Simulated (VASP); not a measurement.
Wanted: the native input for a VASP 6.6.1 run.

- Task: single point
- Functional: r2SCAN
- Potentials or basis: VASP PAW PBE potentials, release 64 (Cd, S)
- Cutoff: 550 eV
- k mesh: 3 × 3 × 2
- Occupations: fermi-dirac, width 0.1 eV
- Spin: no spin polarisation
- Dipole correction: no
- Further INCAR settings: ALGO = Normal; EDIFF = 1e-06; NBANDS = 16

CdS:

```
Cd S
1.0
     4.26117    0.00000    0.00000
    -2.13058    3.69028    0.00000
     0.00000    0.00000    5.80417
Cd S
1 1
Direct
  0.00000 0.00000 0.44269
  0.66667 0.33333 0.43431
```

One way to write it, as run:

POSCAR

```
CdS
1.0
    4.2611700000      0.0000000000      0.0000000000
   -2.1305850000      3.6902814698      0.0000000000
    0.0000000000      0.0000000000      5.8041730000
Cd S
1 1
Direct
    0.0000000000      0.0000000000      0.4426920000
    0.6666666667      0.3333333333      0.4343080000
```

INCAR.step1

```
PREC = Accurate
ENCUT = 550
ISMEAR = -1
SIGMA = 0.1
LREAL = False
LASPH = True
NELM = 120
NBANDS = 16
GGA = PE
ALGO = Normal
EDIFF = 1E-5
LWAVE = True
LCHARG = False
GGA_COMPAT = False
```

INCAR.step2

```
PREC = Accurate
ENCUT = 550
EDIFF = 1E-6
ISMEAR = -1
SIGMA = 0.1
LREAL = False
LASPH = True
NELM = 120
ALGO = Normal
ISIF = 2
LWAVE = False
LCHARG = False
METAGGA = R2SCAN
LMIXTAU = True
NBANDS = 16
ISTART = 1
GGA_COMPAT = False
```

KPOINTS

```
regular mesh
0
Gamma
  3 3 2
```

Potentials or basis: VASP PAW PBE potentials, release 64 (Cd, S).

Run with:

```sh
$ cat potpaw_PBE.64/Cd/POTCAR potpaw_PBE.64/S/POTCAR > POTCAR
$ cp INCAR.step1 INCAR
$ mpirun -np 1 vasp_std > vasp.out
$ cp INCAR.step2 INCAR
$ mpirun -np 1 vasp_std > vasp.out
```

It gave:

```json
{
  "Pressure": "-0.5 GPa",
  "Largest force": "0.007 eV/Å",
  "Band gap on the k mesh": "1.87 eV"
}
```

Caveat: the k points lie up to 0.57 Å⁻¹ apart; the PAW data sets were made with another functional, which shifts forces and pressure a little.

It took 41 s on 1 thread of AMD EPYC 9R45 96-Core Processor (Zen 5), with other jobs on the host, peak memory 0.22 GiB.
